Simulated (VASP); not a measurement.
Here is a VASP 6.6.1 calculation.

The input POSCAR:

```
AlN
1.0
    0.0000000000      2.0188684697      2.0188684697
    1.9381137309      0.0000000000      2.0188684697
    1.9381137309      2.0188684697      0.0000000000
Al N
1 1
Direct
    0.0000000000      0.0000000000      0.0000000000
    0.5000000000      0.5000000000      0.5000000000
```

The input INCAR.step1:

```
ALGO     = Normal         # electronic algorithm
EDIFF    = 1E-5           # SCF threshold, eV
ENCUT    = 520            # plane-wave cutoff, eV
GGA      = PE             # functional
ISIF     = 2              # what is computed and relaxed
ISMEAR   = 0              # smearing method
LASPH    = True           # aspherical terms in the spheres
LREAL    = False          # projectors in reciprocal space
LWAVE    = True           # write WAVECAR
NBANDS   = 11             # bands
NELM     = 60             # most SCF steps
PREC     = Accurate       # precision mode
SIGMA    = 0.01           # smearing width, eV
```

The input INCAR.step2:

```
ALGO     = Normal         # electronic algorithm
EDIFF    = 1E-7           # SCF threshold, eV
ENCUT    = 520            # plane-wave cutoff, eV
GGA      = PE             # functional
HFSCREEN = 0.2079         # screening, 1/A
ISIF     = 2              # what is computed and relaxed
ISMEAR   = 0              # smearing method
ISTART   = 1            
LASPH    = True           # aspherical terms in the spheres
LCHARG   = True           # write CHGCAR
LELF     = True           # ELF
LHFCALC  = True           # exact exchange
LREAL    = False          # projectors in reciprocal space
LVHAR    = True         
LWAVE    = False          # write WAVECAR
NBANDS   = 11             # bands
NELM     = 60             # most SCF steps
PREC     = Accurate       # precision mode
PRECFOCK = Normal       
SIGMA    = 0.01           # smearing width, eV
```

File KPOINTS:

```
k-points
0
Gamma
  8 8 8
```

Potentials or basis: VASP PAW PBE potentials, release 64 (Al, N).

Run with:

```console
$ cat potpaw_PBE.64/Al/POTCAR potpaw_PBE.64/N/POTCAR > POTCAR
$ cp INCAR.step1 INCAR
$ mpirun -np 1 vasp_std > vasp.out
$ cp INCAR.step2 INCAR
$ mpirun -np 1 vasp_std > vasp.out
```

Question: Predict the band gap on the k mesh.

Answer: 6.09 eV (least direct gap 7.76 eV).

Question: What does it give for the pressure?

Answer: 11.7 GPa.

Stress tensor (GPa, compression positive):
```
22.26  0.00  0.00
 0.00  6.39  0.00
 0.00  0.00  6.39
```

Caveat: the cell differs from its parent crystal (uniaxial x strain -4.0%); the cell stands under pressure; the PAW data sets were made with another functional, which shifts forces and pressure a little. A k mesh can miss the band edges.
